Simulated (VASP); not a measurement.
TlCl (CsCl type): single point with PBE

TlCl (CsCl type):

```xyz
2
Lattice="3.9000 0.0000 0.0000 0.0000 3.9000 0.0000 0.0000 0.0000 3.9000" Properties=species:S:1:pos:R:3 pbc="T T T"
Tl    0.0000    0.0000    0.0000
Cl    1.9500    1.9500    1.9500
```

```yaml
Program: VASP 6.6.1
Task: single point
Functional: PBE
Potentials_or_basis: VASP PAW PBE potentials, release 64 (Tl_d, Cl)
Cutoff: 500 eV
k_mesh: 6 × 6 × 6
Occupations: fermi-dirac, width 0.02 eV
Spin: non-collinear spin, zero start, spin-orbit coupling
Starting_moments: "[[0, 0, 0], [0, 0, 0]] μB"
```

```yaml
Pressure: -0.2 GPa
Net_moment: 0.00 μB per cell
Valence_electrons_inside_the_program's_atomic_spheres: Tl 11.10; Cl 5.09
```

Moments on the atoms (μB; x, y, z):
```
Tl  0.00 0.00 0.00
Cl  0.00 0.00 0.00
```

It took 90 s on 1 thread of Oxide Virtual Turin-like Processor, with other jobs on the host, peak memory 0.23 GiB.
